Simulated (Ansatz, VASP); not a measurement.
**HfO2: VASP beside Ansatz**

The input INCAR:

```
PREC = Accurate ; ENCUT = 520
EDIFF = 1E-6 ; ISMEAR = 0
SIGMA = 0.05 ; LREAL = Auto
LASPH = T ; NELM = 100
ALGO = Normal ; ISIF = 2
LWAVE = F ; LCHARG = F
LDIPOL = T ; IDIPOL = 3
DIPOL = 0.5 0.5 0.500 ; GGA = PE
NBANDS = 81
```

Contents of KPOINTS:

```
regular mesh
0
Gamma
  7 5 1
```

Contents of POSCAR:

```
HfO2
1.0
    3.6045556795      0.0000000000      0.0000000000
    0.0000000000      5.0976115282      0.0000000000
    0.0000000000      0.0000000000     24.0113891987
Hf O
6 12
Direct
    0.5000000000      0.5000000000      0.3220104622
    0.0000000000      0.0000000000      0.3764967319
    0.5000000000      0.5000000000      0.4686685034
    0.0000000000      0.0000000000      0.5313315662
    0.5000000000      0.5000000000      0.6235032374
    0.0000000000      0.0000000000      0.6779895231
    0.0000000000      0.7394232554      0.3097523932
    0.0000000000      0.2605767446      0.3097523932
    0.5000000000      0.2462390269      0.3865503738
    0.5000000000      0.7537609731      0.3865503738
    0.0000000000      0.7480827131      0.4619670106
    0.0000000000      0.2519172869      0.4619670106
    0.5000000000      0.2480827142      0.5380330259
    0.5000000000      0.7519172858      0.5380330259
    0.0000000000      0.7462390331      0.6134496015
    0.0000000000      0.2537609669      0.6134496015
    0.5000000000      0.2394232713      0.6902475830
    0.5000000000      0.7605767287      0.6902475830
```

Input for Ansatz:

```yaml
crystal:
  lattice:
    - [3.6045556795, 0.0, 0.0]
    - [0.0, 5.0976115282, 0.0]
    - [0.0, 0.0, 24.0113891987]
  atoms:
    - { symbol: Hf, position: [0.5, 0.5, 0.3220104622] }
    - { symbol: O, position: [0.0, 0.7394232554, 0.3097523932] }
    - { symbol: O, position: [0.0, 0.2605767446, 0.3097523932] }
    - { symbol: Hf, position: [0.0, 0.0, 0.3764967319] }
    - { symbol: O, position: [0.5, 0.2462390269, 0.3865503738] }
    - { symbol: O, position: [0.5, 0.7537609731, 0.3865503738] }
    - { symbol: Hf, position: [0.5, 0.5, 0.4686685034] }
    - { symbol: O, position: [0.0, 0.7480827131, 0.4619670106] }
    - { symbol: O, position: [0.0, 0.2519172869, 0.4619670106] }
    - { symbol: Hf, position: [0.0, 0.0, 0.5313315662] }
    - { symbol: O, position: [0.5, 0.2480827142, 0.5380330259] }
    - { symbol: O, position: [0.5, 0.7519172858, 0.5380330259] }
    - { symbol: Hf, position: [0.5, 0.5, 0.6235032374] }
    - { symbol: O, position: [0.0, 0.7462390331, 0.6134496015] }
    - { symbol: O, position: [0.0, 0.2537609669, 0.6134496015] }
    - { symbol: Hf, position: [0.0, 0.0, 0.6779895231] }
    - { symbol: O, position: [0.5, 0.2394232713, 0.690247583] }
    - { symbol: O, position: [0.5, 0.7605767287, 0.690247583] }
basis:
  ecutwfc: 420
kpoints:
  mp_grid: { grid: [7, 5, 1] }
  band_path:
    path: [[0.5, 0, 0], [0, 0, 0], [0, 0.5, 0], [0.5, 0.5, 0], [0, 0, 0]]
    npoints: 12
hamiltonian:
  xc: pbe
scf:
  occupations: { method: gaussian, width: 0.05 }
  n_extra_bands: 42
output:
  forces: true
  eigenvalues: true
  populations: true
  fatbands: true
  write_density: true
  write_potential: true
  elf: true
  volumetric_format: npy
efield:
  axis: 3
  dipole_correction: true
  ramp_width: 0.04
```

Alike in both runs: task single point; functional PBE; k mesh 7 × 5 × 1; occupations gaussian, width 0.05 eV; no spin polarisation.

|  | VASP | Ansatz |
| --- | --- | --- |
| version | VASP 6.6.1 | Ansatz 0.2.0 |
| potentials or method | VASP PAW PBE potentials, release 64 (Hf_pv, O), cutoff 520 eV | scalar-relativistic, plane waves, PAW |
| valence electrons in the cell | 132 | 228 |

|  | VASP | Ansatz | Ansatz less VASP |
| --- | --- | --- | --- |
| gap on the k mesh at the Fermi level (eV) | 3.23 | 3.24 | +0.013 |
| least direct gap on the mesh (eV) | 3.26 | 3.28 | +0.016 |
| rms of the force components (eV/Å) | 0.057 | 0.006 | -0.0507 |

VASP's potentials hold 132 valence electrons a cell and Ansatz's 228, so a difference there can come from the potentials and not from the codes. Ansatz's warnings: xc potential rough in thin density.

Neither program's run includes spin-orbit coupling.
